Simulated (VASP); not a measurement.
Input of a VASP 6.6.1 run:

The input INCAR:

```
PREC = Accurate
ENCUT = 600
EDIFF = 1E-7
ISMEAR = 0
SIGMA = 0.02
LREAL = F
LASPH = T
NELM = 80
ALGO = Normal
ISIF = 3
LWAVE = F
LCHARG = F
GGA = PE
IVDW = 12
IBRION = 2
NSW = 90
EDIFFG = -0.005
```

KPOINTS

```
regular mesh
0
Gamma
  12 12 12
```

Contents of POSCAR:

```
MoS2
1.0
    1.5921519200      0.9192293400      6.4820983800
   -1.5921519200      0.9192293400      6.4820983800
    0.0000000000     -1.8384586700      6.4820983800
Mo S
1 2
Direct
    0.0002249600      0.0002249600      0.0002249600
    0.5870697800      0.5870697800      0.5870697800
    0.7467042600      0.7467042600      0.7467042600
```

Potentials or basis: VASP PAW PBE potentials, release 64 (Mo_sv, S).

Command:

```sh
$ cat potpaw_PBE.64/Mo_sv/POTCAR potpaw_PBE.64/S/POTCAR > POTCAR
$ mpirun -np 1 vasp_std > vasp.out
```

Q: Predict the relaxed cell.

A: a = 6.263 Å, b = 6.263 Å, c = 6.263 Å, α = 29.16°, β = 29.16°, γ = 29.16°.

Q: Estimate the relaxed volume.

A: 17.20 Å³/atom.

Q: Estimate the dispersion energy per atom.

A: -0.441 eV.

Q: Predict the band gap on the k mesh.

A: 0.80 eV (least direct gap 1.77 eV).

Step by step:
```
step  energy change (eV)  largest force (eV/Å)  pressure (GPa)  volume (Å³)
   1              0.0000                0.1389           -2.18        56.92
   2             -0.0047                0.5260            2.53        54.82
   3             -0.0101                0.3581            0.46        55.69
   4             -0.0157                0.0317           -0.36        55.31
   5             -0.0158                0.0688           -0.27        55.35
   6             -0.0215                0.0688           -0.25        54.96
   7             -0.0366                0.0763           -0.08        53.79
   8             -0.0515                0.1083            0.82        51.44
   9             -0.0269                0.6372           -4.37        52.17
  10             -0.0522                0.0066            0.05        51.54
  11             -0.0522                0.0086            0.04        51.55
  12             -0.0522                0.0176            0.01        51.59
  13             -0.0522                0.0063            0.02        51.57
  14             -0.0522                0.0118           -0.08        51.62
  15             -0.0522                0.0039           -0.01        51.59
```

A k mesh can miss the band edges.
